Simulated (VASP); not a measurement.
Write the native input for VASP 6.6.1 that does the following.

```
Task                   : single point
Functional             : PBE
Potentials or basis    : VASP PAW PBE potentials, release 64 (Tl_d, F)
Cutoff                 : 520 eV
k mesh                 : 1 × 1 × 1
Occupations            : gaussian, width 0.01 eV
Spin                   : non-collinear spin, zero start, spin-orbit coupling
Starting moments       : [[0.0, 0.0, 0.0], [0.0, 0.0, 0.0]] μB
Dipole correction      : no
Further INCAR settings : ALGO = Normal; EDIFF = 1e-06; NBANDS = 32
```

The structure of TlF (Tl(F)) lies in POSCAR:

```
TlF
1.0
    9.0000000000      0.0000000000      0.0000000000
    0.0000000000      9.0000000000      0.0000000000
    0.0000000000      0.0000000000     11.1000000000
Tl F
1 1
Direct
    0.5000000000      0.5000000000      0.4054054100
    0.5000000000      0.5000000000      0.5949982000
```

One way to write it, as run:

INCAR

```
  PREC = Accurate
  ENCUT = 520
  EDIFF = 1E-6
  ISMEAR = 0
  SIGMA = 0.01
  LREAL = F
  LASPH = T
  NELM = 150
  ALGO = Normal
  ISIF = 2
  LWAVE = F
  LCHARG = F
  MAGMOM = 0 0 0 0 0 0
  LORBIT = 11
  LSORBIT = T
  GGA_COMPAT = F
  LORBMOM = T
  GGA = PE
  NBANDS = 32
```

KPOINTS

```
regular mesh
0
Gamma
  1 1 1
```

Potentials or basis: VASP PAW PBE potentials, release 64 (Tl_d, F).

Launch:

```bash
$ cat potpaw_PBE.64/Tl_d/POTCAR potpaw_PBE.64/F/POTCAR > POTCAR
$ mpirun -np 1 vasp_ncl > vasp.out
```

Results of the run:

```yaml
Largest_force: 0.330 eV/Å
Net_moment: 0.00 μB per cell
Valence_electrons_inside_the_program's_atomic_spheres: Tl 11.16; F 6.03
```

Wall time 5.5 min on 1 thread of Intel(R) Xeon(R) Platinum 8559C (Emerald Rapids), with other jobs on the host, peak memory 2.1 GiB.
